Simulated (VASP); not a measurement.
# HgTe (R3m) in VASP: single point with PBE

Aim: the single point of HgTe with PBE.

Program: VASP 6.6.1. These are calculated values, not measurements. Logs are shortened: lines on timing, memory, paths and dates and some standing lists are left out, and cuts for length are marked.

## (1) The cell of the first run

It takes space group R3m (No. 160, trigonal). The conventional cell has a = 4.608 Å, b = 4.608 Å, c = 11.958 Å, α = 90.00°, β = 90.00°, γ = 120.00°. Hg (site symmetry 3m) has 4 Te at 2.86 to 2.89 Å within 3.8 Å. Within 3.8 Å of Te (site symmetry 3m) lie 4 Hg at 2.86 to 2.89 Å.

## (2) Single point, PBE (strained and its atoms moved)

File INCAR:

```
SYSTEM = HgTe
PREC = Accurate
ENCUT = 520
EDIFF = 1E-7
ISMEAR = 0
SIGMA = 0.1
LREAL = .False.
LASPH = .True.
NELM = 60
ALGO = Normal
ISIF = 2
LWAVE = .False.
LCHARG = .True.
GGA = PE
LELF = .True.
LVHAR = .True.
NBANDS = 16
```

File KPOINTS:

```
regular mesh
0
Gamma
  12 12 12
  0 0 0
```

File POSCAR:

```
HgTe
1.0
    0.1289400000      3.3875761500      3.3875761500
    3.3875761500      0.1289400000      3.3875761500
    3.3875761500      3.3875761500      0.1289400000
Hg Te
1 1
Direct
   -0.0053731993     -0.0053731993     -0.0053731993
    0.7553731993      0.7553731993      0.7553731993
```

Potentials or basis: VASP PAW PBE potentials, release 64 (Hg, Te).

Launch:

```bash
> cat potpaw_PBE.64/Hg/POTCAR potpaw_PBE.64/Te/POTCAR > POTCAR
> mpirun -np 1 vasp_std > vasp.out
```

OUTCAR:

```text
SYSTEM = HgTe
   PREC = Accurate
   ENCUT = 520
   EDIFF = 1E-7
   ISMEAR = 0
   LREAL = .False.
   LASPH = .True.
   NELM = 60
   ISIF = 2
   GGA = PE

 ion  position               nearest neighbor table
   1  0.995  0.995  0.995-   2 2.86   2 2.89   2 2.89   2 2.89
   2  0.755  0.755  0.755-   1 2.86   1 2.89   1 2.89   1 2.89

  LATTYP: Found a trigonal (rhomboedric) cell.
 ALAT       =     4.7924909878
 COS(alpha) =     0.5376731327

  Lattice vectors:

 A1 = (   0.1289400000,   3.3875761500,   3.3875761500)
 A2 = (   3.3875761500,   0.1289400000,   3.3875761500)
 A3 = (   3.3875761500,   3.3875761500,   0.1289400000)

Analysis of symmetry for initial positions (statically):
=====================================================================
 Subroutine PRICEL returns:
 Original cell was already a primitive cell.

 Routine SETGRP: Setting up the symmetry group for a
 trigonal (rhombohedral) supercell.

 Subroutine GETGRP returns: Found  6 space group operations
 (whereof  6 operations were pure point group operations)
 out of a pool of 12 trial point group operations.

The static configuration has the point symmetry C_3v.

Analysis of symmetry for dynamics (positions and initial velocities):
=====================================================================
 Subroutine PRICEL returns:
 Original cell was already a primitive cell.

 Routine SETGRP: Setting up the symmetry group for a
 trigonal (rhombohedral) supercell.

 Subroutine GETGRP returns: Found  6 space group operations
 (whereof  6 operations were pure point group operations)
 out of a pool of 12 trial point group operations.

The dynamic configuration has the point symmetry C_3v.

 Subroutine INISYM returns: Found  6 space group operations
 (whereof  6 operations are pure point group operations),
 and found     1 'primitive' translations

----------------------------------------------------------------------------------------

                                     Primitive cell

  volume of cell :      73.3126

  direct lattice vectors                    reciprocal lattice vectors
     0.128940000  3.387576150  3.387576150    -0.156304023  0.150572828  0.150572828
     3.387576150  0.128940000  3.387576150     0.150572828 -0.156304023  0.150572828
     3.387576150  3.387576150  0.128940000     0.150572828  0.150572828 -0.156304023

  length of vectors
     4.792490988  4.792490988  4.792490988     0.264150148  0.264150148  0.264150148

  position of ions in fractional coordinates (direct lattice)
     0.994626801  0.994626801  0.994626801
     0.755373199  0.755373199  0.755373199

  ion indices of the primitive-cell ions
   primitive index   ion index
                 1           1
                 2           2

----------------------------------------------------------------------------------------

 KPOINTS: regular mesh

Automatic generation of k-mesh.
 Grid dimensions read from file:
 generate k-points for:   12   12   12

 Generating k-lattice:

  Cartesian coordinates                     Fractional coordinates (reciprocal lattice)
    -0.013025335  0.012547736  0.012547736     0.083333333  0.000000000  0.000000000
     0.012547736 -0.013025335  0.012547736     0.000000000  0.083333333  0.000000000
     0.012547736  0.012547736 -0.013025335     0.000000000  0.000000000  0.083333333

  Length of vectors
     0.022012512  0.022012512  0.022012512

  Shift w.r.t. Gamma in fractional coordinates (k-lattice)
     0.000000000  0.000000000  0.000000000

 Subroutine IBZKPT returns following result:
 ===========================================

 Found    189 irreducible k-points:

 Following reciprocal coordinates:
            Coordinates               Weight
  0.000000  0.000000  0.000000      1.000000
  0.083333  0.000000  0.000000      6.000000
  0.166667  0.000000 -0.000000      6.000000
  0.250000  0.000000 -0.000000      6.000000
  0.333333  0.000000 -0.000000      6.000000
  0.416667  0.000000 -0.000000      6.000000
[... 16 lines left out ...]
  0.500000  0.166667 -0.000000     12.000000
 -0.416667  0.166667  0.000000     12.000000
 [... further k-points ...]
   k-points           NKPTS =    189   k-points in BZ     NKDIM =    189   number of bands    NBANDS=     16
   number of dos      NEDOS =    301   number of ions     NIONS =      2
   total plane-waves  NPLWV =  46656
   dimension x,y,z NGX =    36 NGY =   36 NGZ =   36
   dimension x,y,z NGXF=    72 NGYF=   72 NGZF=   72
   ions per type =               1   1
   NGX,Y,Z   is equivalent  to a cutoff of  12.49, 12.49, 12.49 a.u.
   NGXF,Y,Z  is equivalent  to a cutoff of  24.98, 24.98, 24.98 a.u.
 SYSTEM =  HgTe
   PREC   = accura    normal or accurate (medium, high low for compatibility)
   ISTART =      0    job   : 0-new  1-cont  2-samecut
   ICHARG =      2    charge: 1-file 2-atom 10-const
   ISPIN  =      1    spin polarized calculation?
   LNONCOLLINEAR =      F non collinear calculations
   LSORBIT =      F    spin-orbit coupling
   LASPH  =      T    aspherical Exc in radial PAW
   ENCUT  =  520.0 eV  38.22 Ry    6.18 a.u.   8.91  8.91  8.91*2*pi/ulx,y,z
   NELM   =     60;   NELMIN=  2; NELMDL= -5     # of ELM steps
   EDIFF  = 0.1E-06   stopping-criterion for ELM
   LREAL  =      F    real-space projection
   EDIFFG = 0.1E-05   stopping-criterion for IOM
   NSW    =      0    number of steps for IOM
   IBRION =     -1    ionic relax: 0-MD 1-quasi-New 2-CG
   NFREE  =      0    steps in history (QN), initial steepest desc. (CG)
   ISIF   =      2    stress and relaxation
   ISYM   =      2    0-nonsym 1-usesym 2-fastsym
   POTIM  = 0.5000    time-step for ionic-motion
   TEBEG  =    0.0;   TEEND  =   0.0 temperature during run
   PSTRESS=    0.0 pullay stress
   NELECT =      18.0000    total number of electrons
   NUPDOWN=      -1.0000    fix difference up-down
   EMIN   =  10.00;   EMAX   =-10.00  energy-range for DOS
   EFERMI =   0.00;   METHOD = LEGACY
   ISMEAR =     0;   SIGMA  =   0.10  broadening in eV -4-tet -1-fermi 0-gaus
   EFERMI_NEDOS =   21; number of points for ismear=-14 and -15
   IALGO  =     38    algorithm
   IMIX   =      4    mixing-type and parameters
     AMIX     =   0.40;   BMIX     =  1.00
     AMIX_MAG =   1.60;   BMIX_MAG =  1.00
  volume/ion in A,a.u.               =      36.66       247.37
  Fermi-wavevector in a.u.,A,eV,Ry     =   1.025116  1.937188 14.297848  1.050862
  Thomas-Fermi vector in A             =   2.158939
   LORBIT       =      0    0 simple, 1 ext, 2 COOP (PROOUT), +10 PAW based schemes
   GGA     = PE    functional components
   LHFCALC =     F    Hartree Fock is set to
   AEXX    =    0.0000 exact exchange contribution
   IVDW    =     0    specifies the selected vdW correction
   LEPSILON=     F    determine dielectric tensor
   LRPA    =     F    only Hartree local field effects (RPA)
 non-spin polarized calculation
 Gauss-broadening in eV      SIGMA  =   0.10
  energy-cutoff  :      520.00
  volume of cell :       73.31
 maximum number of plane-waves:      2006
   NGX = 17   NGY = 17   NGZ = 17

 number of electron      17.9999999 magnetization

 Free energy of the ion-electron system (eV)
  ---------------------------------------------------
  ext. energy  EPLUGINS =         0.00000000
  ---------------------------------------------------
  free energy    TOTEN  =        -3.62937293 eV

  energy without entropy =       -3.62920780  energy(sigma->0) =       -3.62929036

 E-fermi :   2.4075     XC(G=0):  -8.3791

 val. band max:        2.3518360914   @ k =   0.0000   0.0000   0.0000
 cond. band min:       2.5650928199   @ k =   0.0833   0.0833   0.0833
 fundamental gap:      0.2132567285
 Fermi energy:         2.4074846153

 k-point     1 :       0.0000    0.0000    0.0000
  band No.  band energies     occupation
      1      -9.1583      2.00000
      2      -4.6847      2.00000
      3      -4.6066      2.00000
      4      -4.6066      2.00000
      5      -4.2051      2.00000
      6      -4.2051      2.00000
[... 8 lines left out ...]
     15      11.6405      0.00000
     16      11.6405      0.00000

 k-point     2 :       0.0833    0.0000    0.0000
  band No.  band energies     occupation
      1      -9.1282      2.00000
      2      -4.6763      2.00000
      3      -4.6001      2.00000
      4      -4.5934      2.00000
      5      -4.2067      2.00000
      6      -4.2047      2.00000
[... 8 lines left out ...]
     15      11.1153      0.00000
     16      11.2566      0.00000

 k-point     3 :       0.1667    0.0000   -0.0000
  band No.  band energies     occupation
      1      -9.0443      2.00000
      2      -4.6530      2.00000
      3      -4.5837      2.00000
      4      -4.5479      2.00000
      5      -4.2099      2.00000
      6      -4.2019      2.00000
[... 8 lines left out ...]
     15      10.6430      0.00000
     16      10.9286      0.00000

 k-point     4 :       0.2500    0.0000   -0.0000
  band No.  band energies     occupation
      1      -8.9256      2.00000
      2      -4.6202      2.00000
      3      -4.5644      2.00000
      4      -4.4541      2.00000
      5      -4.2111      2.00000
      6      -4.1941      2.00000
[... 8 lines left out ...]
     15      10.5111      0.00000
     16      10.9708      0.00000
[... 324 lines left out ...]
 k-point    22 :       0.4167    0.1667   -0.0000
  band No.  band energies     occupation
      1      -8.7034      2.00000
      2      -4.5446      2.00000
      3      -4.5105      2.00000
      4      -4.2771      2.00000
      5      -4.1926      2.00000
      6      -4.1126      2.00000
[... 8 lines left out ...]
     15      11.6582      0.00000
     16      12.0903      0.00000

 k-point    23 :       0.5000    0.1667   -0.0000
  band No.  band energies     occupation
      1      -8.6355      2.00000
      2      -4.5342      2.00000
      3      -4.5058      2.00000
      4      -4.2231      2.00000
      5      -4.1882      2.00000
      6      -3.9438      2.00000
[... 8 lines left out ...]
     15      11.7485      0.00000
     16      12.0229      0.00000

 k-point    24 :      -0.4167    0.1667    0.0000
  band No.  band energies     occupation
      1      -8.6252      2.00000
      2      -4.5339      2.00000
      3      -4.5111      2.00000
      4      -4.2173      2.00000
      5      -4.1863      2.00000
      6      -3.8937      2.00000
[... 8 lines left out ...]
     15      11.2680      0.00000
     16      12.0648      0.00000

 [... further k-points ...]

------------------------ aborting loop because EDIFF is reached ----------------------------------------

  FORCE on cell =-STRESS in cart. coord.  units (eV):
  Direction    XX          YY          ZZ          XY          YZ          ZX
  --------------------------------------------------------------------------------------
  -------------------------------------------------------------------------------------
  Total        0.0260424      0.0260424      0.0260424     -0.2693295     -0.2693295     -0.2693295
  in kB        0.5691327      0.5691327      0.5691327     -5.8859444     -5.8859444     -5.8859444
  external PRESSURE =       0.5691327 kB  Pullay stress =       0.0000000 kB

 VOLUME and BASIS-vectors are now :
 -----------------------------------------------------------------------------
  energy-cutoff  :      520.00
  volume of cell :       73.31
      direct lattice vectors                 reciprocal lattice vectors
     0.128940000  3.387576150  3.387576150    -0.156304023  0.150572828  0.150572828
     3.387576150  0.128940000  3.387576150     0.150572828 -0.156304023  0.150572828
     3.387576150  3.387576150  0.128940000     0.150572828  0.150572828 -0.156304023

 POSITION                                       TOTAL-FORCE (eV/Angst)
 -----------------------------------------------------------------------------------
      6.86700      6.86700      6.86700         0.064945      0.064945      0.064945
      5.21517      5.21517      5.21517        -0.064945     -0.064945     -0.064945
 -----------------------------------------------------------------------------------
    total drift:                               -0.000049     -0.000049     -0.000049

  FREE ENERGIE OF THE ION-ELECTRON SYSTEM (eV)
  ---------------------------------------------------
  free  energy   TOTEN  =        -3.6293729257 eV

  energy  without entropy=       -3.6292078014  energy(sigma->0) =       -3.62929036
```

Wall time 69 s (1 thread of Intel Xeon 6975P-C (Granite Rapids), shared host); peak memory 0.37 GiB.

Results:

* Free energy: -3.6294 eV
* Pressure: 0.1 GPa
* Largest force: 0.112 eV/Å
* Band gap on the k mesh: zero (filled and empty bands touch)

Forces on the atoms (eV/Å):
```
Hg   0.065  0.065  0.065
Te  -0.065 -0.065 -0.065
```

Levels at points of the mesh, in eV from the Fermi level:
```csv
k point,band 5,band 6,band 7,band 8,band 9,band 10,band 11,band 12,band 13,band 14
"(0.00, 0.00, 0.00)",-6.61,-6.61,-1.12,-0.36,-0.06,-0.06,4.03,4.39,4.39,6.40
"(0.50, 0.00, 0.00)",-6.57,-6.33,-5.02,-1.18,-0.84,0.38,4.80,4.98,6.62,7.65
"(0.50, 0.50, 0.00)",-6.56,-6.26,-5.12,-2.21,-1.92,1.64,2.65,7.57,8.23,8.64
"(0.50, 0.50, 0.50)",-6.61,-6.45,-5.33,-0.85,-0.85,1.06,5.21,5.21,6.52,7.66
```

Caveat: the cell differs from its parent crystal (strained and its atoms moved); spin-orbit coupling is left out, which moves the levels of the heavy elements.
